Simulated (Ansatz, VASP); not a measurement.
**SnSe in VASP and in Ansatz**

```
Sn Se
1.0
     4.28621    0.00000    0.00000
     0.00000    4.28621    0.00000
     0.00000    0.00000   24.09243
Sn Se
4 4
Direct
  0.50000 0.50000 0.31352
  0.00000 0.00000 0.42735
  0.50000 0.50000 0.57265
  0.00000 0.00000 0.68648
  0.00000 0.00000 0.31243
  0.50000 0.50000 0.42808
  0.00000 0.00000 0.57192
  0.50000 0.50000 0.68757
```

Alike in both runs: functional PBE; k mesh 8 × 8 × 1; occupations gaussian, width 0.05 eV; no spin polarisation.

Ansatz relaxed the structure, and its values are those at the end. VASP's run is a single point on that final structure, the one shown.

|  | VASP | Ansatz |
| --- | --- | --- |
| version | VASP 6.6.1 | Ansatz 0.2.0 |
| potentials or method | VASP PAW PBE potentials, release 64 (Sn_d, Se), cutoff 520 eV | scalar-relativistic, plane waves, PAW |
| valence electrons in the cell | 80 | 120 |

VASP gave:

| Item | Value |
| --- | --- |
| gap on the k mesh at the Fermi level (eV) | 0.96 |
| least direct gap on the mesh (eV) | 0.96 |
| rms of the force components (eV/Å) | 0.006 |

Question: What did Ansatz give for the same quantities?

Answer: gap on the k mesh at the Fermi level (eV): 0.96; least direct gap on the mesh (eV): 0.96; rms of the force components (eV/Å): 0.002.

VASP's potentials hold 80 valence electrons a cell and Ansatz's 120, so a difference there can come from the potentials and not from the codes. Ansatz's warnings: xc potential rough in thin density.
